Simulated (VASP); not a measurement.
Crystal: Mg3Sb2.

```
Mg Sb
1.0
     4.59817    0.00000    0.00000
    -2.29909    3.98214    0.00000
     0.00000    0.00000    7.26329
Mg Sb
3 2
Direct
  0.33333 0.66667 0.63251
  0.66667 0.33333 0.36749
  0.00000 0.00000 0.00000
  0.33333 0.66667 0.22571
  0.66667 0.33333 0.77429
```

| Property | Result |
| --- | --- |
| Program | VASP 6.6.1 |
| Task | relaxation of cell and atoms |
| Functional | PBEsol |
| Potentials or basis | VASP PAW PBE potentials, release 64 (Mg, Sb) |
| Cutoff | 600 eV |
| k mesh | 6 × 6 × 4 |
| Occupations | fermi-dirac, width 0.02 eV |
| Spin | no spin polarisation |

At the start: pressure -1.3 GPa; volume 26.60 Å³/atom.

Task: Where does the relaxation end?

Result: Over 6 steps the energy falls by 3.2 meV/atom and the volume is 25.81 Å³/atom (-3.0 %); space group P-3m1 (No. 164, to 0.1 Å) before and after.

The path:
```
step  energy change (eV)  largest force (eV/Å)  pressure (GPa)  volume (Å³)
   1              0.0000                0.0127           -1.26       132.99
   2             -0.0149                0.0795            0.11       129.01
   3             -0.0150                0.0746            0.01       129.28
   4             -0.0155                0.0546            0.00       129.23
   5             -0.0160                0.0126            0.00       129.11
   6             -0.0161                0.0020            0.00       129.07
```

Final structure:
```yaml
crystal:
  lattice:
    - [4.55724, 0.00000, 0.00000]
    - [-2.27862, 3.94668, 0.00000]
    - [0.00000, 0.00000, 7.17615]
  atoms:
    - { symbol: Mg, position: [0.33333, 0.66667, 0.63272] }
    - { symbol: Mg, position: [0.66667, 0.33333, 0.36728] }
    - { symbol: Mg, position: [0.00000, 0.00000, 0.00000] }
    - { symbol: Sb, position: [0.33333, 0.66667, 0.22379] }
    - { symbol: Sb, position: [0.66667, 0.33333, 0.77621] }
```

Caveat: the PAW data sets were made with another functional, which shifts forces and pressure a little.
